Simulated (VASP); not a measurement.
Runs of VASP 6.6.1 on NaHgF3. The structure is that of space group Pm-3m (No. 221), or close to it. The cells are those of the table. 

```tsv
level	cell	gap on the mesh (eV)	pressure (GPa)
PBE	a = 4.515 Å, 5 atoms	(c)	2.1
PBE	a = 4.606 Å, 5 atoms	(a)	-1.2
r2SCAN	a = 4.587 Å, 5 atoms	(b)	-2.7
PBE	a = 4.650 Å, 5 atoms	0.44	-2.4
PBE	a = 4.468 Å, 5 atoms	0.26	4.1
```

Alike in all rows: task single point; potentials or basis VASP PAW PBE potentials, release 64 (Na_pv, Hg, F); no spin polarisation; k mesh 6 × 6 × 6; cutoff (eV) 520; smearing gaussian 0.01 eV.

Estimate the missing entries.

(a) 0.41; (b) 0.93; (c) 0.32.

Caveats: spin-orbit coupling is left out, which moves the levels of the heavy elements; the PAW data sets were made with another functional, which shifts forces and pressure a little (at least some runs); the cell stands under pressure (at least some runs).

A k mesh can miss the band edges, and the runs leave out spin-orbit coupling on Hg.
